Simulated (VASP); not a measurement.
# NaCl (Pm-3m) in VASP: further runs, part 2 of 2

VASP 6.6.1.

## 3. Dielectric tensor, r2SCAN

Input file INCAR:

```
  PREC = Accurate
  ENCUT = 520
  EDIFF = 1E-8
  ISMEAR = 0
  SIGMA = 0.01
  LREAL = F
  LASPH = T
  NELM = 60
  ALGO = Normal
  ISIF = 2
  LWAVE = F
  LCHARG = F
  METAGGA = R2SCAN
  LMIXTAU = T
  LCALCEPS = T
```

Input file KPOINTS:

```
Automatic mesh
0
Gamma
  6 6 6
```

Input file POSCAR:

```
NaCl
1.0
    3.4595452951      0.0000000000      0.0000000000
    0.0000000000      3.4595452951      0.0000000000
    0.0000000000      0.0000000000      3.4595452951
Na Cl
1 1
Direct
    0.0000000000      0.0000000000      0.0000000000
    0.5000000000      0.5000000000      0.5000000000
```

Potentials or basis: VASP PAW PBE potentials, release 64 (Na_pv, Cl).

Launch:

```sh
cat potpaw_PBE.64/Na_pv/POTCAR potpaw_PBE.64/Cl/POTCAR > POTCAR
mpirun -np 1 vasp_std > vasp.out
```

OUTCAR:

```text
PREC = Accurate
   ENCUT = 520
   EDIFF = 1E-8
   ISMEAR = 0
   LREAL = F
   LASPH = T
   NELM = 60
   ISIF = 2
   METAGGA = R2SCAN

 ion  position               nearest neighbor table
   1  0.000  0.000  0.000-
   2  0.500  0.500  0.500-

  LATTYP: Found a simple cubic cell.
 ALAT       =     3.4595452951

  Lattice vectors:

 A1 = (   3.4595452951,   0.0000000000,   0.0000000000)
 A2 = (   0.0000000000,   3.4595452951,   0.0000000000)
 A3 = (   0.0000000000,   0.0000000000,   3.4595452951)

Analysis of symmetry for initial positions (statically):
=====================================================================
 Subroutine PRICEL returns:
 Original cell was already a primitive cell.

 Routine SETGRP: Setting up the symmetry group for a
 simple cubic supercell.

 Subroutine GETGRP returns: Found 48 space group operations
 (whereof 48 operations were pure point group operations)
 out of a pool of 48 trial point group operations.

The static configuration has the point symmetry O_h .

Analysis of symmetry for dynamics (positions and initial velocities):
=====================================================================
 Subroutine PRICEL returns:
 Original cell was already a primitive cell.

 Routine SETGRP: Setting up the symmetry group for a
 simple cubic supercell.

 Subroutine GETGRP returns: Found 48 space group operations
 (whereof 48 operations were pure point group operations)
 out of a pool of 48 trial point group operations.

The dynamic configuration has the point symmetry O_h .

 Subroutine INISYM returns: Found 48 space group operations
 (whereof 48 operations are pure point group operations),
 and found     1 'primitive' translations

----------------------------------------------------------------------------------------

                                     Primitive cell

  volume of cell :      41.4054

  direct lattice vectors                    reciprocal lattice vectors
     3.459545295  0.000000000  0.000000000     0.289055328  0.000000000  0.000000000
     0.000000000  3.459545295  0.000000000     0.000000000  0.289055328  0.000000000
     0.000000000  0.000000000  3.459545295     0.000000000  0.000000000  0.289055328

  length of vectors
     3.459545295  3.459545295  3.459545295     0.289055328  0.289055328  0.289055328

  position of ions in fractional coordinates (direct lattice)
     0.000000000  0.000000000  0.000000000
     0.500000000  0.500000000  0.500000000

  ion indices of the primitive-cell ions
   primitive index   ion index
                 1           1
                 2           2

----------------------------------------------------------------------------------------

 KPOINTS: Automatic mesh

Automatic generation of k-mesh.
 Grid dimensions read from file:
 generate k-points for:    6    6    6

 Generating k-lattice:

[... 74 lines left out ...]
   IMIX   =      4    mixing-type and parameters
     AMIX     =   0.40;   BMIX     =  1.00
     AMIX_MAG =   1.60;   BMIX_MAG =  1.00
  volume/ion in A,a.u.               =      20.70       139.71
  Fermi-wavevector in a.u.,A,eV,Ry     =   1.140508  2.155248 17.697906  1.300759
  Thomas-Fermi vector in A             =   2.277210
   LORBIT       =      0    0 simple, 1 ext, 2 COOP (PROOUT), +10 PAW based schemes
   METAGGA = R2SCAN    functional components
   LHFCALC =     F    Hartree Fock is set to
   AEXX    =    0.0000 exact exchange contribution
   IVDW    =     0    specifies the selected vdW correction
   LEPSILON=     F    determine dielectric tensor
   LRPA    =     F    only Hartree local field effects (RPA)
   LRPA       =     F
 non-spin polarized calculation
 Gauss-broadening in eV      SIGMA  =   0.01
  energy-cutoff  :      520.00
  volume of cell :       41.41
 maximum number of plane-waves:      1141
 NGX is ok and might be reduce to    28
   NGX = 13   NGY = 13   NGZ = 13

 Total electronic dipole moment: p[elc]=(    -0.00000     0.00000    -0.00000 ) |e| Angst

 number of electron      13.9999999 magnetization

 Free energy of the ion-electron system (eV)
  ---------------------------------------------------
  ext. energy  EPLUGINS =         0.00000000
  ---------------------------------------------------
  free energy    TOTEN  =       -13.46549656 eV

  energy without entropy =      -13.46549656  energy(sigma->0) =      -13.46549656

 E-fermi :   0.3720     XC(G=0):  -9.0754

 val. band max:        0.2978163064   @ k =   0.5000   0.5000   0.0000
 cond. band min:   10000.0000000000   @ k =   0.0000   0.0000   0.0000
 fundamental gap:   9999.7021836936
 Fermi energy:         0.3720489866

 k-point     1 :       0.0000    0.0000    0.0000
  band No.  band energies     occupation
      1     -22.4989      2.00000
      2     -22.4989      2.00000
      3     -22.4989      2.00000
      4     -13.7979      2.00000
      5      -0.2384      2.00000
      6      -0.2384      2.00000
      7      -0.2383      2.00000
      8   10000.0000      0.00000
      9   10000.0000      0.00000
     10   10000.0000      0.00000
     11   10000.0000      0.00000
[... 309 lines left out ...]
 k-point    24 :       0.0000    0.1667    0.1667
  band No.  band energies     occupation
      1     -22.5099      2.00000
      2     -22.5073      2.00000
      3     -22.4969      2.00000
      4     -13.6142      2.00000
      5      -1.0818      2.00000
      6      -0.8279      2.00000
      7      -0.1164      2.00000
      8   10000.0000      0.00000
      9   10000.0000      0.00000
     10   10000.0000      0.00000
     11   10000.0000      0.00000

 [... further k-points ...]

------------------------ aborting loop because EDIFF is reached ----------------------------------------

            Ionic dipole moment: p[ion]=(   -12.10841   -12.10841   -12.10841 ) |e| Angst

 Total electronic dipole moment: p[elc]=(     0.00000    -0.00000     0.00360 ) |e| Angst

 MACROSCOPIC STATIC DIELECTRIC TENSOR (including local field effects)
 ------------------------------------------------------
           2.573792    -0.000000     0.000000
          -0.000000     2.573792     0.000000
          -0.000000    -0.000000     2.573792
 ------------------------------------------------------

 PIEZOELECTRIC TENSOR (including local field effects) (e Angst)
          XX          YY          ZZ          XY          YZ          ZX
  --------------------------------------------------------------------------------
  x     0.00000     0.00000     0.00000     0.00000     0.00000     0.00000
  y     0.00000     0.00000     0.00000     0.00000     0.00000     0.00000
  z     0.00000     0.00000     0.00000     0.00000     0.00000     0.00000

 PIEZOELECTRIC TENSOR (including local field effects) (C/m^2)
          XX          YY          ZZ          XY          YZ          ZX
  --------------------------------------------------------------------------------
  x     0.00000     0.00000     0.00000     0.00000     0.00000     0.00000
  y     0.00000     0.00000     0.00000     0.00000     0.00000     0.00000
  z     0.00000     0.00000     0.00000     0.00000     0.00000     0.00000

 BORN EFFECTIVE CHARGES (including local field effects) (in |e|, cummulative output)
 ---------------------------------------------------------------------------------
 ion    1
    1     1.14463    -0.00000    -0.00000
    2    -0.00000     1.14463     0.00000
    3     0.00000     0.00000     1.14463
 ion    2
    1    -1.14463     0.00000     0.00000
    2     0.00000    -1.14463    -0.00000
    3    -0.00000    -0.00000    -1.14463

  FORCE on cell =-STRESS in cart. coord.  units (eV):
  Direction    XX          YY          ZZ          XY          YZ          ZX
  --------------------------------------------------------------------------------------
  -------------------------------------------------------------------------------------
  Total       -0.0691129     -0.0691129     -0.0691129     -0.0000000     -0.0000000      0.0000000
  in kB       -2.6743152     -2.6743152     -2.6743152     -0.0000000     -0.0000000      0.0000000
  external PRESSURE =      -2.6743152 kB  Pullay stress =       0.0000000 kB

 VOLUME and BASIS-vectors are now :
 -----------------------------------------------------------------------------
  energy-cutoff  :      520.00
  volume of cell :       41.41
      direct lattice vectors                 reciprocal lattice vectors
     3.459545295  0.000000000  0.000000000     0.289055328  0.000000000  0.000000000
     0.000000000  3.459545295  0.000000000     0.000000000  0.289055328  0.000000000
     0.000000000  0.000000000  3.459545295     0.000000000  0.000000000  0.289055328

 POSITION                                       TOTAL-FORCE (eV/Angst)
 -----------------------------------------------------------------------------------
      0.00000      0.00000      0.00000         0.000000      0.000000      0.000000
      1.72977      1.72977      1.72977         0.000000      0.000000      0.000000
 -----------------------------------------------------------------------------------
    total drift:                               -0.000000      0.000000      0.000000

  FREE ENERGIE OF THE ION-ELECTRON SYSTEM (eV)
  ---------------------------------------------------
  free  energy   TOTEN  =       -13.4654965596 eV

  energy  without entropy=      -13.4654965596  energy(sigma->0) =      -13.46549656
```

OSZICAR:

```text
N       E                     dE             d eps       ncg     rms          rms(c)
DAV:   1     0.938433754999E+02    0.93843E+02   -0.76797E+03   443   0.136E+03
DAV:   2    -0.784158466163E+01   -0.10168E+03   -0.93602E+02   511   0.311E+02
DAV:   3    -0.155467416323E+02   -0.77052E+01   -0.76543E+01   527   0.831E+01
[... 12 lines left out ...]
DMP:   7    -0.134654963856E+02   -0.13468E-06   -0.15498E-06   440   0.487E-06  -0.191E-06
DMP:   8    -0.134654964527E+02   -0.67095E-07   -0.12040E-06   440   0.329E-06  -0.540E-07
DMP:   9    -0.134654965200E+02   -0.67272E-07   -0.59675E-07   440   0.129E-06   0.383E-07
DMP:  10    -0.134654965445E+02   -0.24499E-07   -0.19022E-07   440   0.589E-07  -0.219E-07
DMP:  11    -0.134654965511E+02   -0.66414E-08   -0.15974E-07   440   0.468E-07  -0.132E-07
DMP:  12    -0.134654965596E+02   -0.85010E-08   -0.78099E-08   440   0.175E-07   0.380E-08
   1 F= -.13465497E+02 E0= -.13465497E+02  d E =-.907881E-28
```

stdout:

```text
POSCAR found type information on POSCAR NaCl
 POSCAR found :  2 types and       2 ions
 scaLAPACK will be used
 -----------------------------------------------------------------------------
|                                                                             |
|                                                                             |
[... 92 lines left out ...]
 p_tot=( -0.121E+02 -0.121E+02 -0.121E+02 )
dp_tot=(  0.336E-09 -0.625E-08  0.361E-02 )  diag[e(oo)]=(    ---      ---    2.57775 )
 p_tot=( -0.121E+02 -0.121E+02 -0.121E+02 )
dp_tot=(  0.342E-09 -0.622E-08  0.361E-02 )  diag[e(oo)]=(    ---      ---    2.57753 )
 final diagonalization full
 p_tot=( -0.121E+02 -0.121E+02 -0.121E+02 )
dp_tot=(  0.343E-09 -0.614E-08  0.360E-02 )  diag[e(oo)]=(    ---      ---    2.57379 )
```

Wall time 22 min (1 thread of Intel Xeon 8259CL, shared host); peak memory 0.24 GiB.

Results:

- Band gap on the k mesh: 4.95 eV (least direct gap 5.49 eV)
- Electronic dielectric tensor (diagonal): 2.57
- Born charges (mean of the diagonal): Na +1.14; Cl -1.14 e

Electronic dielectric tensor:
```
2.57 0.00 0.00
0.00 2.57 0.00
0.00 0.00 2.57
```

Born effective charge tensors (e):
atom 1, Na
```
1.14 0.00 0.00
0.00 1.14 0.00
0.00 0.00 1.14
```
atom 2, Cl
```
-1.14  0.00  0.00
 0.00 -1.14  0.00
 0.00  0.00 -1.14
```

Dipole moments of the cell (e·Å, modulo the quantum): ionic -12.108, -12.108, -12.108; electronic 0.000, 0.000, 0.004

Caveat: the PAW data sets were made with another functional, which shifts forces and pressure a little. A k mesh can miss the band edges.
